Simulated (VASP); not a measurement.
# ZnS (F-43m) in VASP: settings compared, part 2 of 3

VASP 6.6.1. Earlier steps stand in the parts before.

### Step 5. Relaxation of cell and atoms, PBE+D3(BJ)

This run uses another cell than the first one, of 19.73 Å³/atom, 1.008 times its volume.

The input, INCAR:

```
PREC = Accurate
ENCUT = 600
EDIFF = 1E-6
ISMEAR = -1
SIGMA = 0.05
LREAL = F
LASPH = T
NELM = 100
ALGO = Normal
ISIF = 3
LWAVE = F
LCHARG = F
GGA = PE
IVDW = 12
IBRION = 2
NSW = 80
EDIFFG = -0.01
```

The input, KPOINTS:

```
regular mesh
0
Gamma
  6 6 6
```

The input, POSCAR:

```
ZnS
1.0
    3.8212050000      0.0000000000      0.0000000000
    1.9106025000      3.3092606031      0.0000000000
    1.9106025000      1.1030868677      3.1200008175
Zn S
1 1
Direct
    0.2500000000      0.2500000000      0.2500000000
    0.0000000000      0.0000000000      0.0000000000
```

Potentials or basis: VASP PAW PBE potentials, release 64 (Zn, S).

The run is started by

```console
$ cat potpaw_PBE.64/Zn/POTCAR potpaw_PBE.64/S/POTCAR > POTCAR
$ mpirun -np 1 vasp_std > vasp.out
```

OUTCAR:

```text
PREC = Accurate
   ENCUT = 600
   EDIFF = 1E-6
   ISMEAR = -1
   LREAL = F
   LASPH = T
   NELM = 100
   ISIF = 3
   GGA = PE
   IVDW = 12
   IBRION = 2
   NSW = 80
   EDIFFG = -0.01
 IVDW          = 12

 ion  position               nearest neighbor table
   1  0.250  0.250  0.250-   2 2.34   2 2.34   2 2.34   2 2.34
   2  0.000  0.000  0.000-   1 2.34   1 2.34   1 2.34   1 2.34

  LATTYP: Found a face centered cubic cell.
 ALAT       =     5.4039999356

  Lattice vectors:

 A1 = (   3.8212050000,   0.0000000000,   0.0000000000)
 A2 = (   1.9106025000,   3.3092606031,   0.0000000000)
 A3 = (   1.9106025000,   1.1030868677,   3.1200008175)

Analysis of symmetry for initial positions (statically):
=====================================================================
 Subroutine PRICEL returns:
 Original cell was already a primitive cell.

 Routine SETGRP: Setting up the symmetry group for a
 face centered cubic supercell.

 Subroutine GETGRP returns: Found 24 space group operations
 (whereof 24 operations were pure point group operations)
 out of a pool of 48 trial point group operations.

The static configuration has the point symmetry T_d .

Analysis of symmetry for dynamics (positions and initial velocities):
=====================================================================
 Subroutine PRICEL returns:
 Original cell was already a primitive cell.

 Routine SETGRP: Setting up the symmetry group for a
 face centered cubic supercell.

 Subroutine GETGRP returns: Found 24 space group operations
 (whereof 24 operations were pure point group operations)
 out of a pool of 48 trial point group operations.

The dynamic configuration has the point symmetry T_d .

 Subroutine INISYM returns: Found 24 space group operations
 (whereof 24 operations are pure point group operations),
 and found     1 'primitive' translations

----------------------------------------------------------------------------------------

                                     Primitive cell

  volume of cell :      39.4535

  direct lattice vectors                    reciprocal lattice vectors
     3.821205000  0.000000000  0.000000000     0.261697554 -0.151091153 -0.106837579
     1.910602500  3.309260603  0.000000000     0.000000000  0.302182306 -0.106837579
     1.910602500  1.103086868  3.120000817     0.000000000  0.000000000  0.320512737

  length of vectors
     3.821205000  3.821205000  3.821205000     0.320512737  0.320512737  0.320512737

  position of ions in fractional coordinates (direct lattice)
     0.250000000  0.250000000  0.250000000
     0.000000000  0.000000000  0.000000000

  ion indices of the primitive-cell ions
   primitive index   ion index
                 1           1
                 2           2

----------------------------------------------------------------------------------------

 KPOINTS: regular mesh

Automatic generation of k-mesh.
 Grid dimensions read from file:
 generate k-points for:    6    6    6

 Generating k-lattice:

  Cartesian coordinates                     Fractional coordinates (reciprocal lattice)
     0.043616259 -0.025181859 -0.017806263     0.166666667  0.000000000  0.000000000
     0.000000000  0.050363718 -0.017806263     0.000000000  0.166666667 -0.000000000
     0.000000000  0.000000000  0.053418789     0.000000000  0.000000000  0.166666667

  Length of vectors
     0.053418789  0.053418789  0.053418789

  Shift w.r.t. Gamma in fractional coordinates (k-lattice)
     0.000000000  0.000000000  0.000000000

 Subroutine IBZKPT returns following result:
 ===========================================

 Found     16 irreducible k-points:

 Following reciprocal coordinates:
            Coordinates               Weight
  0.000000  0.000000  0.000000      1.000000
  0.166667  0.000000  0.000000      8.000000
  0.333333  0.000000  0.000000      8.000000
  0.500000  0.000000  0.000000      4.000000
  0.166667  0.166667  0.000000      6.000000
  0.333333  0.166667  0.000000     24.000000
[... 8 lines left out ...]
 -0.333333  0.333333  0.166667     24.000000
 -0.333333  0.500000  0.166667     12.000000
   k-points           NKPTS =     16   k-points in BZ     NKDIM =     16   number of bands    NBANDS=     13
   number of dos      NEDOS =    301   number of ions     NIONS =      2
   total plane-waves  NPLWV =  32768
   dimension x,y,z NGX =    32 NGY =   32 NGZ =   32
   dimension x,y,z NGXF=    64 NGYF=   64 NGZF=   64
   ions per type =               1   1
   NGX,Y,Z   is equivalent  to a cutoff of  13.92, 13.92, 13.92 a.u.
   NGXF,Y,Z  is equivalent  to a cutoff of  27.84, 27.84, 27.84 a.u.
 SYSTEM =  unknown system
   PREC   = accura    normal or accurate (medium, high low for compatibility)
   ISTART =      0    job   : 0-new  1-cont  2-samecut
   ICHARG =      2    charge: 1-file 2-atom 10-const
   ISPIN  =      1    spin polarized calculation?
   LNONCOLLINEAR =      F non collinear calculations
   LSORBIT =      F    spin-orbit coupling
   LASPH  =      T    aspherical Exc in radial PAW
   ENCUT  =  600.0 eV  44.10 Ry    6.64 a.u.   7.63  7.63  7.63*2*pi/ulx,y,z
   NELM   =    100;   NELMIN=  2; NELMDL= -5     # of ELM steps
   EDIFF  = 0.1E-05   stopping-criterion for ELM
   LREAL  =      F    real-space projection
   EDIFFG = -.1E-01   stopping-criterion for IOM
   NSW    =     80    number of steps for IOM
   IBRION =      2    ionic relax: 0-MD 1-quasi-New 2-CG
   NFREE  =      1    steps in history (QN), initial steepest desc. (CG)
   ISIF   =      3    stress and relaxation
   ISYM   =      2    0-nonsym 1-usesym 2-fastsym
   POTIM  = 0.5000    time-step for ionic-motion
   TEBEG  =    0.0;   TEEND  =   0.0 temperature during run
   PSTRESS=    0.0 pullay stress
   NELECT =      18.0000    total number of electrons
   NUPDOWN=      -1.0000    fix difference up-down
   EMIN   =  10.00;   EMAX   =-10.00  energy-range for DOS
   EFERMI =   0.00;   METHOD = LEGACY
   ISMEAR =    -1;   SIGMA  =   0.05  broadening in eV -4-tet -1-fermi 0-gaus
   EFERMI_NEDOS =   21; number of points for ismear=-14 and -15
   IALGO  =     38    algorithm
   IMIX   =      4    mixing-type and parameters
     AMIX     =   0.40;   BMIX     =  1.00
     AMIX_MAG =   1.60;   BMIX_MAG =  1.00
  volume/ion in A,a.u.               =      19.73       133.12
  Fermi-wavevector in a.u.,A,eV,Ry     =   1.260290  2.381602 21.610537  1.588330
  Thomas-Fermi vector in A             =   2.393807
   LORBIT       =      0    0 simple, 1 ext, 2 COOP (PROOUT), +10 PAW based schemes
   GGA     = PE    functional components
   LHFCALC =     F    Hartree Fock is set to
   AEXX    =    0.0000 exact exchange contribution
   IVDW    =    12    specifies the selected vdW correction
   LEPSILON=     F    determine dielectric tensor
   LRPA    =     F    only Hartree local field effects (RPA)
 conjugate gradient relaxation of ions
 non-spin polarized calculation
  energy-cutoff  :      600.00
  volume of cell :       39.45
 maximum number of plane-waves:      1363
 NGX is ok and might be reduce to    32
   NGX = 15   NGY = 15   NGZ = 15

--------------------------------------- Ionic step        1  -------------------------------------------

 number of electron      17.9999998 magnetization

 Free energy of the ion-electron system (eV)
  ---------------------------------------------------
  ext. energy  EPLUGINS =         0.00000000
  ---------------------------------------------------
  free energy    TOTEN  =        -6.84419605 eV

  energy without entropy =       -6.84419605  energy(sigma->0) =       -6.84419605

------------------------ aborting loop because EDIFF is reached ----------------------------------------

 Edisp (eV)   -0.61638

 E8    (eV) :    -0.2424

  FORCE on cell =-STRESS in cart. coord.  units (eV):
  Direction    XX          YY          ZZ          XY          YZ          ZX
  --------------------------------------------------------------------------------------
  -------------------------------------------------------------------------------------
  Total      -0.23486    -0.23486    -0.23486    -0.00000     0.00000     0.00000
  in kB      -9.53763    -9.53763    -9.53763    -0.00000     0.00000     0.00000
  external pressure =       -9.54 kB  Pullay stress =        0.00 kB
[... 61 lines left out ...]
  energy  without entropy=       -7.4620826308  energy(sigma->0) =       -7.46208263

--------------------------------------- Ionic step        3  -------------------------------------------

 number of electron      17.9999992 magnetization

 Free energy of the ion-electron system (eV)
  ---------------------------------------------------
  ext. energy  EPLUGINS =         0.00000000
  ---------------------------------------------------
  free energy    TOTEN  =        -6.83663343 eV

  energy without entropy =       -6.83663343  energy(sigma->0) =       -6.83663343

 E-fermi :   3.2249     XC(G=0):  -9.6925

 val. band max:        2.2349335198   @ k =   0.0000   0.0000   0.0000
 cond. band min:       4.4082382883   @ k =   0.0000   0.0000   0.0000
 fundamental gap:      2.1733047685
 Fermi energy:         3.2248505028

 k-point     1 :       0.0000    0.0000    0.0000
  band No.  band energies     occupation
      1     -10.9995      2.00000
      2      -4.1608      2.00000
      3      -4.1608      2.00000
      4      -4.1608      2.00000
      5      -3.6468      2.00000
      6      -3.6468      2.00000
      7       2.2349      2.00000
      8       2.2349      2.00000
      9       2.2349      2.00000
     10       4.4082      0.00000
     11       8.6207      0.00000
     12       8.6207      0.00000
     13       8.6207      0.00000
[... 271 lines left out ...]
  FREE ENERGIE OF THE ION-ELECTRON SYSTEM (eV)
  ---------------------------------------------------
  free  energy   TOTEN  =        -7.4622085812 eV

  energy  without entropy=       -7.4622085811  energy(sigma->0) =       -7.46220858

 reached required accuracy - stopping structural energy minimisation
```

OSZICAR:

```text
N       E                     dE             d eps       ncg     rms          rms(c)
DAV:   1     0.906367269318E+02    0.90637E+02   -0.96918E+03   416   0.181E+03
DAV:   2    -0.927741717058E+00   -0.91564E+02   -0.87464E+02   436   0.305E+02
DAV:   3    -0.719372725860E+01   -0.62660E+01   -0.62251E+01   526   0.758E+01
[... 21 lines left out ...]
DAV:   2    -0.683695997023E+01    0.21306E-02   -0.74477E-03   496   0.272E+00    0.139E-01
DAV:   3    -0.683670633289E+01    0.25364E-03   -0.28984E-04   436   0.164E-01    0.629E-02
DAV:   4    -0.683664471107E+01    0.61622E-04   -0.31588E-05   464   0.906E-02    0.312E-02
DAV:   5    -0.683663363343E+01    0.11078E-04   -0.92784E-06   616   0.652E-02    0.636E-03
DAV:   6    -0.683663343304E+01    0.20039E-06   -0.31190E-06   341   0.233E-02
   3 F= -.74622086E+01 E0= -.74622086E+01  d E =-.163517E-02
```

CONTCAR:

```text
ZnS
   1.00000000000000
     3.8041256405940502   -0.0000000000000000    0.0000000000000000
     1.9020628202970251    3.2944694439736555    0.0000000000000000
     1.9020628202970251    1.0981564813245519    3.1060555789409272
  Zn              S
     1     1
Direct
     0.2500000000000000    0.2500000000000000    0.2500000000000000
     0.0000000000000000    0.0000000000000000    0.0000000000000000

  0.00000000E+00  0.00000000E+00  0.00000000E+00
  0.00000000E+00  0.00000000E+00  0.00000000E+00
```

Run time: 11 s. Hardware: 1 thread of Intel Xeon Platinum 8559C (Emerald Rapids), shared host; peak memory 0.19 GiB.

Results:

* Free energy: -7.4622 eV
* Relaxed volume: 19.46 Å³/atom
* Relaxed cell: a = 3.804 Å, b = 3.804 Å, c = 3.804 Å, α = 60.00°, β = 60.00°, γ = 60.00°
* Space group after relaxing (to 0.05 Å): F-43m (No. 216)
* Energy gained by relaxing: 0.8 meV/atom
* Ionic steps: 3
* Pressure after relaxing: 0.0 GPa
* Band gap on the k mesh: 2.17 eV, direct
* Dispersion energy per atom: -0.313 eV

The path:
| step | energy change (eV) | largest force (eV/Å) | pressure (GPa) | volume (Å³) |
| --- | --- | --- | --- | --- |
| 1 | 0.0000 | 0.0000 | -0.95 | 39.45 |
| 2 | -0.0015 | 0.0000 | 0.30 | 38.79 |
| 3 | -0.0016 | 0.0000 | 0.04 | 38.93 |

Final structure:
```
Zn S
1.0
     3.80413    0.00000    0.00000
     1.90206    3.29447    0.00000
     1.90206    1.09816    3.10606
Zn S
1 1
Direct
  0.25000 0.25000 0.25000
  0.00000 0.00000 0.00000
```

As with any semilocal functional, this PBE gap is likely too small.

(Continued in part 3 of 3.)
